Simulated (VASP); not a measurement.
# Ti3SiN3 in VASP: relaxation of the atoms with PBE

Aim: the relaxation of the atoms of Ti3SiN3 with PBE.

All numbers are computed with VASP 6.6.1; they aren't measurements. Logs are shortened: lines on timing, memory, paths and dates and some standing lists are left out, and cuts for length are marked.

### Step 1. The cell of the first run

The cell holds a slab with vacuum, 7 atoms: a = 3.003 Å, b = 3.003 Å, c = 21.554 Å, α = 90.00°, β = 90.00°, γ = 120.00°.

### Step 2. Relaxation of the atoms, PBE

Input file INCAR:

```
SYSTEM = Ti3SiN3
ALGO = Fast
DIPOL = 0.5 0.5 0.363
EDIFF = 1E-6
EDIFFG = -0.025
ENCUT = 520
GGA = PE
IBRION = 2
IDIPOL = 3
ISIF = 2
ISMEAR = 0
KPAR = 4
LASPH = .True.
LCHARG = .False.
LDIPOL = .True.
LREAL = .False.
LWAVE = .False.
NELM = 80
NSW = 36
PREC = Accurate
SIGMA = 0.1
```

Input file KPOINTS:

```
k-points
0
Gamma
  9 9 1
  0 0 0
```

Input file POSCAR:

```
Ti3SiN3
1.0
    3.0028555065      0.0000000000      0.0000000000
   -1.5014277533      2.6005491526      0.0000000000
    0.0000000000      0.0000000000     21.5541471922
N Ti Si
3 3 1
Selective dynamics
Direct
    0.3333333333      0.6666666667      0.1855791354  F F F
    0.0000000000      0.0000000000      0.2993308525  F F F
    0.6666666667      0.3333333333      0.4147299352  F F F
    0.6666666667      0.3333333333      0.2424549940  F F F
    0.3333333333      0.6666666667      0.3575097830  F F F
    0.0000000000      0.0000000000      0.4664599858  F F F
    0.0000000000      0.3333333333      0.5747243135  F F T
```

Potentials or basis: VASP PAW PBE potentials, release 64 (N, Ti_sv, Si).

Command:

```bash
$ cat potpaw_PBE.64/N/POTCAR potpaw_PBE.64/Ti_sv/POTCAR potpaw_PBE.64/Si/POTCAR > POTCAR
$ mpirun -np 4 vasp_std > vasp.out
```

OUTCAR:

```text
SYSTEM = Ti3SiN3
   EDIFF = 1E-6
   EDIFFG = -0.025
   ENCUT = 520
   GGA = PE
   IBRION = 2
   ISIF = 2
   ISMEAR = 0
   LASPH = .True.
   LREAL = .False.
   NELM = 80
   NSW = 36
   PREC = Accurate

 ion  position               nearest neighbor table
   1  0.333  0.667  0.186-   4 2.12   4 2.12   4 2.12
   2  0.000  0.000  0.299-   4 2.12   4 2.12   4 2.12   5 2.14   5 2.14   5 2.14
   3  0.667  0.333  0.415-   6 2.06   6 2.06   6 2.06   5 2.13   5 2.13   5 2.13
   4  0.667  0.333  0.242-   2 2.12   2 2.12   2 2.12   1 2.12   1 2.12   1 2.12
   5  0.333  0.667  0.358-   3 2.13   3 2.13   3 2.13   2 2.14   2 2.14   2 2.14   6 2.92   6 2.92
                             6 2.92
   6  0.000  0.000  0.466-   3 2.06   3 2.06   3 2.06   7 2.54   5 2.92   5 2.92   5 2.92
   7  0.000  0.333  0.575-   6 2.54

  LATTYP: Found a hexagonal cell.
 ALAT       =     3.0028555065
 C/A-ratio  =     7.1778835663

  Lattice vectors:

 A1 = (   3.0028555065,   0.0000000000,   0.0000000000)
 A2 = (  -1.5014277533,   2.6005491526,   0.0000000000)
 A3 = (   0.0000000000,   0.0000000000,  21.5541471922)

Analysis of symmetry for initial positions (statically):
=====================================================================
 Subroutine PRICEL returns:
 Original cell was already a primitive cell.

 Routine SETGRP: Setting up the symmetry group for a
 hexagonal supercell.

 Subroutine GETGRP returns: Found  1 space group operations
 (whereof  1 operations were pure point group operations)
 out of a pool of 24 trial point group operations.

The static configuration has the point symmetry C_1 .

Analysis of symmetry for dynamics (positions and initial velocities):
=====================================================================
 Subroutine PRICEL returns:
 Original cell was already a primitive cell.

 Routine SETGRP: Setting up the symmetry group for a
 hexagonal supercell.

 Subroutine GETGRP returns: Found  1 space group operations
 (whereof  1 operations were pure point group operations)
 out of a pool of 24 trial point group operations.

The dynamic configuration has the point symmetry C_1 .

Analysis of constrained symmetry for selective dynamics:
=====================================================================
 Subroutine PRICEL returns:
 Original cell was already a primitive cell.

 Routine SETGRP: Setting up the symmetry group for a
 hexagonal supercell.

 Subroutine GETGRP returns: Found  1 space group operations
 (whereof  1 operations were pure point group operations)
 out of a pool of 24 trial point group operations.

The constrained configuration has the point symmetry C_1 .

 Subroutine INISYM returns: Found  1 space group operations
 (whereof  1 operations are pure point group operations),
 and found     1 'primitive' translations

----------------------------------------------------------------------------------------

                                     Primitive cell

  volume of cell :     168.3179

  direct lattice vectors                    reciprocal lattice vectors
     3.002855506  0.000000000  0.000000000     0.333016357  0.192267083  0.000000000
    -1.501427753  2.600549153  0.000000000     0.000000000  0.384534166  0.000000000
     0.000000000  0.000000000 21.554147192     0.000000000  0.000000000  0.046394784

  length of vectors
     3.002855506  3.002855507 21.554147192     0.384534166  0.384534166  0.046394784

  position of ions in fractional coordinates (direct lattice)
     0.333333333  0.666666667  0.185579135
     0.000000000  0.000000000  0.299330852
     0.666666667  0.333333333  0.414729935
     0.666666667  0.333333333  0.242454994
     0.333333333  0.666666667  0.357509783
     0.000000000  0.000000000  0.466459986
     0.000000000  0.333333333  0.574724313

  ion indices of the primitive-cell ions
   primitive index   ion index
                 1           1
                 2           2
                 3           3
                 4           4
                 5           5
                 6           6
                 7           7

----------------------------------------------------------------------------------------

 KPOINTS: k-points

Automatic generation of k-mesh.
 Grid dimensions read from file:
 generate k-points for:    9    9    1

 Generating k-lattice:

  Cartesian coordinates                     Fractional coordinates (reciprocal lattice)
     0.037001817  0.021363009  0.000000000     0.111111111  0.000000000  0.000000000
     0.000000000  0.042726018  0.000000000     0.000000000  0.111111111  0.000000000
     0.000000000  0.000000000  0.046394784     0.000000000  0.000000000  1.000000000

  Length of vectors
     0.042726018  0.042726018  0.046394784

  Shift w.r.t. Gamma in fractional coordinates (k-lattice)
     0.000000000  0.000000000  0.000000000

 Subroutine IBZKPT returns following result:
 ===========================================

 Found     41 irreducible k-points:

 Following reciprocal coordinates:
            Coordinates               Weight
  0.000000  0.000000  0.000000      1.000000
  0.111111  0.000000  0.000000      2.000000
  0.000000  0.111111  0.000000      2.000000
 -0.111111  0.111111  0.000000      2.000000
  0.222222 -0.000000  0.000000      2.000000
  0.000000  0.222222  0.000000      2.000000
[... 16 lines left out ...]
  0.333333  0.111111  0.000000      2.000000
 -0.111111  0.444444  0.000000      2.000000
 [... further k-points ...]
   k-points           NKPTS =     41   k-points in BZ     NKDIM =     41   number of bands    NBANDS=     33
   number of dos      NEDOS =    301   number of ions     NIONS =      7
   total plane-waves  NPLWV =  92160
   dimension x,y,z NGX =    24 NGY =   24 NGZ =  160
   dimension x,y,z NGXF=    48 NGYF=   48 NGZF=  320
   ions per type =               3   3   1
   NGX,Y,Z   is equivalent  to a cutoff of  13.29, 13.29, 12.34 a.u.
   NGXF,Y,Z  is equivalent  to a cutoff of  26.57, 26.57, 24.68 a.u.
 SYSTEM =  Ti3SiN3
   PREC   = accura    normal or accurate (medium, high low for compatibility)
   ISTART =      0    job   : 0-new  1-cont  2-samecut
   ICHARG =      2    charge: 1-file 2-atom 10-const
   ISPIN  =      1    spin polarized calculation?
   LNONCOLLINEAR =      F non collinear calculations
   LSORBIT =      F    spin-orbit coupling
   LASPH  =      T    aspherical Exc in radial PAW
   ENCUT  =  520.0 eV  38.22 Ry    6.18 a.u.   5.58  5.58 40.08*2*pi/ulx,y,z
   NELM   =     80;   NELMIN=  2; NELMDL= -5     # of ELM steps
   EDIFF  = 0.1E-05   stopping-criterion for ELM
   LREAL  =      F    real-space projection
   EDIFFG = -.3E-01   stopping-criterion for IOM
   NSW    =     36    number of steps for IOM
   IBRION =      2    ionic relax: 0-MD 1-quasi-New 2-CG
   NFREE  =      1    steps in history (QN), initial steepest desc. (CG)
   ISIF   =      2    stress and relaxation
   ISYM   =      2    0-nonsym 1-usesym 2-fastsym
   POTIM  = 0.5000    time-step for ionic-motion
   TEBEG  =    0.0;   TEEND  =   0.0 temperature during run
   PSTRESS=    0.0 pullay stress
   NELECT =      55.0000    total number of electrons
   NUPDOWN=      -1.0000    fix difference up-down
   EMIN   =  10.00;   EMAX   =-10.00  energy-range for DOS
   EFERMI =   0.00;   METHOD = LEGACY
   ISMEAR =     0;   SIGMA  =   0.10  broadening in eV -4-tet -1-fermi 0-gaus
   EFERMI_NEDOS =   21; number of points for ismear=-14 and -15
   IALGO  =     68    algorithm
   IMIX   =      4    mixing-type and parameters
     AMIX     =   0.40;   BMIX     =  1.00
     AMIX_MAG =   1.60;   BMIX_MAG =  1.00
  volume/ion in A,a.u.               =      24.05       162.27
  Fermi-wavevector in a.u.,A,eV,Ry     =   1.127593  2.130841 17.299337  1.271465
  Thomas-Fermi vector in A             =   2.264279
   LORBIT       =      0    0 simple, 1 ext, 2 COOP (PROOUT), +10 PAW based schemes
   GGA     = PE    functional components
   LHFCALC =     F    Hartree Fock is set to
   AEXX    =    0.0000 exact exchange contribution
   IVDW    =     0    specifies the selected vdW correction
   LEPSILON=     F    determine dielectric tensor
   LRPA    =     F    only Hartree local field effects (RPA)
 conjugate gradient relaxation of ions
 non-spin polarized calculation
 RMM-DIIS sequential band-by-band and
 Gauss-broadening in eV      SIGMA  =   0.10
  energy-cutoff  :      520.00
  volume of cell :      168.32
 maximum number of plane-waves:      4581
   NGX = 11   NGY = 11   NGZ = 81

 dipolmoment           0.000000      0.000000      0.002590 electrons x Angstroem

 number of electron      55.0000014 magnetization

 dipolmoment           0.000000      0.000000     -0.124521 electrons x Angstroem

 Free energy of the ion-electron system (eV)
  ---------------------------------------------------
  ext. energy  EPLUGINS =         0.00000000
  ---------------------------------------------------
  free energy    TOTEN  =       -59.87956993 eV

  energy without entropy =      -59.86123140  energy(sigma->0) =      -59.87040066

 E-fermi :   0.5300     XC(G=0):  -6.4464

 val. band max:        0.5119728249   @ k =   0.2222   0.1111   0.0000
 cond. band min:       0.5504355331   @ k =   0.1111   0.2222   0.0000
 fundamental gap:      0.0384627083
 Fermi energy:         0.5299808051

 k-point     1 :       0.0000    0.0000    0.0000
  band No.  band energies     occupation
      1     -57.0608      2.00000
      2     -56.4633      2.00000
      3     -55.9997      2.00000
      4     -33.4771      2.00000
      5     -33.1194      2.00000
      6     -33.1158      2.00000
[... 25 lines left out ...]
     32       2.3943      0.00000
     33       3.2449      0.00000

 k-point     2 :       0.1111    0.0000    0.0000
  band No.  band energies     occupation
      1     -57.0532      2.00000
      2     -56.4563      2.00000
      3     -55.9926      2.00000
      4     -33.4608      2.00000
      5     -33.1766      2.00000
      6     -33.1318      2.00000
[... 25 lines left out ...]
     32       2.3971      0.00000
     33       2.7606      0.00000

 k-point     3 :       0.0000    0.1111    0.0000
  band No.  band energies     occupation
      1     -57.0532      2.00000
      2     -56.4563      2.00000
      3     -55.9926      2.00000
      4     -33.4607      2.00000
      5     -33.1793      2.00000
      6     -33.1292      2.00000
[... 25 lines left out ...]
     32       2.3116      0.00000
     33       2.8271      0.00000

 k-point     4 :      -0.1111    0.1111    0.0000
  band No.  band energies     occupation
      1     -57.0532      2.00000
      2     -56.4563      2.00000
      3     -55.9926      2.00000
      4     -33.4607      2.00000
      5     -33.1792      2.00000
      6     -33.1291      2.00000
[... 25 lines left out ...]
     32       2.4812      0.00000
     33       2.8190      0.00000

 k-point     5 :       0.2222   -0.0000    0.0000
  band No.  band energies     occupation
      1     -57.0341      2.00000
      2     -56.4386      2.00000
      3     -55.9746      2.00000
      4     -33.4217      2.00000
      5     -33.3225      2.00000
      6     -33.1631      2.00000
[... 604 lines left out ...]
 k-point    22 :       0.3333   -0.1111    0.0000
  band No.  band energies     occupation
      1     -57.0195      2.00000
      2     -56.4250      2.00000
      3     -55.9608      2.00000
      4     -33.4226      2.00000
      5     -33.3827      2.00000
      6     -33.2058      2.00000
[... 25 lines left out ...]
     32       2.9167      0.00000
     33       3.2952      0.00000

 k-point    23 :       0.3333    0.1111    0.0000
  band No.  band energies     occupation
      1     -57.0014      2.00000
      2     -56.4083      2.00000
      3     -55.9437      2.00000
      4     -33.5372      2.00000
      5     -33.3536      2.00000
      6     -33.2465      2.00000
[... 25 lines left out ...]
     32       2.6427      0.00000
     33       3.3366      0.00000

 k-point    24 :      -0.1111    0.4444    0.0000
  band No.  band energies     occupation
      1     -57.0014      2.00000
      2     -56.4083      2.00000
      3     -55.9437      2.00000
      4     -33.5405      2.00000
      5     -33.3496      2.00000
      6     -33.2438      2.00000
[... 25 lines left out ...]
     32       2.7642      0.00000
     33       3.2878      0.00000

 [... further k-points ...]

------------------------ aborting loop because EDIFF is reached ----------------------------------------

 vacuum level on the upper side and lower side of the slab       (xc-potential included)        -1.540         1.302

  FORCE on cell =-STRESS in cart. coord.  units (eV):
  Direction    XX          YY          ZZ          XY          YZ          ZX
  --------------------------------------------------------------------------------------
  -------------------------------------------------------------------------------------
  Total       -3.4027360     -2.6180738     -2.9776159     -0.4180810      1.6160043     -0.6042454
  in kB      -32.3898173    -24.9208085    -28.3432020     -3.9796116     15.3823517     -5.7516648
  external PRESSURE =     -28.5512759 kB  Pullay stress =       0.0000000 kB

 VOLUME and BASIS-vectors are now :
 -----------------------------------------------------------------------------
  energy-cutoff  :      520.00
  volume of cell :      168.32
      direct lattice vectors                 reciprocal lattice vectors
     3.002855506  0.000000000  0.000000000     0.333016357  0.192267083  0.000000000
    -1.501427753  2.600549153  0.000000000     0.000000000  0.384534166  0.000000000
     0.000000000  0.000000000 21.554147192     0.000000000  0.000000000  0.046394784

 POSITION                                       TOTAL-FORCE (eV/Angst)
 -----------------------------------------------------------------------------------
     -0.00000      1.73370      4.00000         0.003699      0.003309      4.229008
      0.00000      0.00000      6.45182         0.004841      0.000321      1.315498
      1.50143      0.86685      8.93915        -0.004975     -0.180289     -0.194601
      1.50143      0.86685      5.22591         0.002118     -0.002360     -5.496852
     -0.00000      1.73370      7.70582        -0.021763     -0.000957     -0.278257
      0.00000      0.00000     10.05415         0.277633     -0.429353      0.424073
     -0.50048      0.86685     12.38769        -0.261554      0.609330      0.001132
 -----------------------------------------------------------------------------------
    total drift:                                0.000253     -0.000031     -0.003089

  FREE ENERGIE OF THE ION-ELECTRON SYSTEM (eV)
  ---------------------------------------------------
  free  energy   TOTEN  =       -59.8795699294 eV

  energy  without entropy=      -59.8612313988  energy(sigma->0) =      -59.87040066

 reached required accuracy - stopping structural energy minimisation

 vacuum level on the upper side and lower side of the slab         5.783         8.697
```

Run time: 9.1 min. Hardware: 4 MPI ranks of Oxide Virtual Turin-like, shared host; peak memory 0.41 GiB.

What came out:

- Free energy: -59.8796 eV
- Band gap on the k mesh: zero (an odd number of electrons rules out a gap without spin polarisation)

Final structure:
```
N Ti Si
1.0
     3.00286    0.00000    0.00000
    -1.50143    2.60055    0.00000
     0.00000    0.00000   21.55415
N Ti Si
3 3 1
Direct
  0.33333 0.66667 0.18558
  0.00000 0.00000 0.29933
  0.66667 0.33333 0.41473
  0.66667 0.33333 0.24246
  0.33333 0.66667 0.35751
  0.00000 0.00000 0.46646
  0.00000 0.33333 0.57472
```

Caveat: the relaxation stopped at its first step, so nothing moved; an odd number of electrons without spin polarisation forces a metal; a magnetic or distorted state may lie lower.

The gap in the log of VASP goes by the Fermi energy; the results here count the filled bands.